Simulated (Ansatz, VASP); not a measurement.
**Two plane-wave programs on Ru**

INCAR

```
SYSTEM = Ru
  ALGO = Fast
  EDIFF = 1E-7
  ENCUT = 520
  GGA = PE
  ISIF = 2
  ISMEAR = 0
  LASPH = .TRUE.
  LCHARG = .TRUE.
  LELF = .TRUE.
  LREAL = .FALSE.
  LVHAR = .TRUE.
  LWAVE = .FALSE.
  NBANDS = 13
  NELM = 80
  PREC = Accurate
  SIGMA = 0.15
```

The input KPOINTS:

```
k-points
0
G
  22 22 22
  0 0 0
```

POSCAR

```
Ru
1.0
    0.0000000000      1.9150000000      2.0586250000
    1.9150000000      0.0000000000      2.0586250000
    1.9150000000      1.9150000000      0.0000000000
Ru
1
Direct
    0.0000000000      0.0000000000      0.0000000000
```

Input for Ansatz:

```yaml
crystal:
  lattice:
    - [0.0, 1.915, 2.058625]
    - [1.915, 0.0, 2.058625]
    - [1.915, 1.915, 0.0]
  atoms:
    - { symbol: Ru, position: [0.0, 0.0, 0.0] }
basis:
  ecutwfc: 420
kpoints:
  mp_grid: { grid: [22, 22, 22] }
hamiltonian:
  xc: pbe
scf:
  occupations: { method: gaussian, width: 0.15 }
output:
  forces: true
  stress: true
  eigenvalues: true
```

Change from the starting cell: strain +0.0750 x Voigt [0, 0, 1, 0, 0, 0], atoms carried along.

Alike in both runs: task single point; functional PBE; k mesh 22 × 22 × 22; occupations gaussian, width 0.15 eV; no spin polarisation.

|  | VASP | Ansatz |
| --- | --- | --- |
| version | VASP 6.6.1 | Ansatz 0.2.0 |
| potentials or method | VASP PAW PBE potentials, release 64 (Ru_pv), cutoff 520 eV | scalar-relativistic, plane waves, PAW |
| valence electrons in the cell | 14 | 16 |

VASP gave:

| Item | Value |
| --- | --- |
| gap on the k mesh at the Fermi level (eV) | none |
| pressure (GPa) | -21.1 |
| traceless stress, the component that is largest in VASP (GPa) | -10.10 |

Q: Which values does Ansatz return?

A: gap on the k mesh at the Fermi level (eV): none; pressure (GPa): -21.0; traceless stress, the component that is largest in VASP (GPa): -10.13.

A gap of «none» marks a metal or a gap that the smearing closes. VASP's potentials hold 14 valence electrons a cell and Ansatz's 16, so a difference there can come from the potentials and not from the codes.
